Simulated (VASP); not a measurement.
MgZn2TeS2:

```
Mg Zn Te S
1.0
     3.96729    0.00000    0.00000
     0.00000    4.40186    0.00000
     0.00000    0.00000    7.57499
Mg Zn Te S
1 2 1 2
Direct
  0.50000 0.50000 0.50000
  0.00000 0.00000 0.74705
  0.00000 0.00000 0.25295
  0.50000 0.50000 0.00000
  0.50000 0.00000 0.50000
  0.00000 0.50000 0.00000
```

The cell was generated, and may not be a known phase.

* Program: VASP 6.6.1
* Task: relaxation of cell and atoms
* Functional: PBE
* Potentials or basis: VASP PAW PBE potentials, release 64 (Mg, Zn, Te, S)
* Cutoff: 600 eV
* k mesh: 4 × 4 × 2
* Occupations: gaussian, width 0.1 eV
* Spin: no spin polarisation

At the start: pressure 26.2 GPa; volume 22.05 Å³/atom.

**Question.** How do energy, volume and symmetry change on relaxing?

**Answer.** Over 23 steps the energy falls by 1271.5 meV/atom and the volume is 24.04 Å³/atom (+9.0 %); space group Pmmm (No. 47, to 0.1 Å) before and after.

Step by step:
| step | energy change (eV) | largest force (eV/Å) | pressure (GPa) | volume (Å³) |
| --- | --- | --- | --- | --- |
| 1 | 0.0000 | 0.0768 | 26.22 | 132.29 |
| 2 | -5.6763 | 0.4164 | -4.81 | 204.80 |
| 3 | -5.8679 | 0.2895 | -0.77 | 173.95 |
| 4 | -5.9490 | 0.3327 | -3.17 | 187.48 |
| 5 | -5.9570 | 0.3189 | -2.81 | 184.99 |
| 6 | -6.3613 | 0.2814 | -1.92 | 173.14 |
| 7 | -6.5303 | 0.8395 | 6.41 | 138.78 |
| 8 | -6.7386 | 0.0119 | 0.40 | 157.55 |
| 9 | -6.7831 | 0.2693 | 2.31 | 149.82 |
| 10 | -6.9511 | 0.4717 | 2.44 | 146.51 |
| 11 | -7.0645 | 0.8202 | 3.26 | 141.32 |
| 12 | -7.2992 | 0.6787 | 1.05 | 144.97 |
| 13 | -7.4674 | 0.4724 | -1.47 | 150.76 |
| 14 | -7.4749 | 0.4267 | -1.92 | 152.08 |
| 15 | -7.5436 | 0.4011 | -1.40 | 149.34 |
| 16 | -7.6142 | 0.0984 | 0.27 | 143.06 |
| 17 | -7.6149 | 0.1550 | 0.00 | 143.85 |
| 18 | -7.6150 | 0.1392 | 0.08 | 143.63 |
| 19 | -7.6251 | 0.0829 | 0.14 | 143.50 |
| 20 | -7.6258 | 0.0627 | 0.18 | 143.46 |
| 21 | -7.6276 | 0.0563 | 0.02 | 143.95 |
| 22 | -7.6285 | 0.0484 | -0.19 | 144.66 |
| 23 | -7.6293 | 0.0257 | -0.06 | 144.22 |

Final structure:
```cif
data_structure
_symmetry_space_group_name_H-M 'P 1'
_symmetry_Int_Tables_number 1
_cell_length_a 5.5313
_cell_length_b 4.7600
_cell_length_c 5.4778
_cell_angle_alpha 90.000
_cell_angle_beta 90.000
_cell_angle_gamma 90.000
_cell_volume 144.22
loop_
_atom_site_label
_atom_site_type_symbol
_atom_site_fract_x
_atom_site_fract_y
_atom_site_fract_z
_atom_site_occupancy
Mg1 Mg 0.50000 0.50000 0.50000 1
Zn1 Zn 0.00000 0.00000 0.73248 1
Zn2 Zn 0.00000 0.00000 0.26752 1
Te1 Te 0.50000 0.50000 0.00000 1
S1 S 0.50000 0.00000 0.50000 1
S2 S 0.00000 0.50000 0.00000 1
```

Caveat: the k points lie up to 0.57 Å⁻¹ apart in the final cell, too coarse for converged energies and pressures of a metal; a cell axis changed by over 15 % at a fixed basis, so the end point is rough.
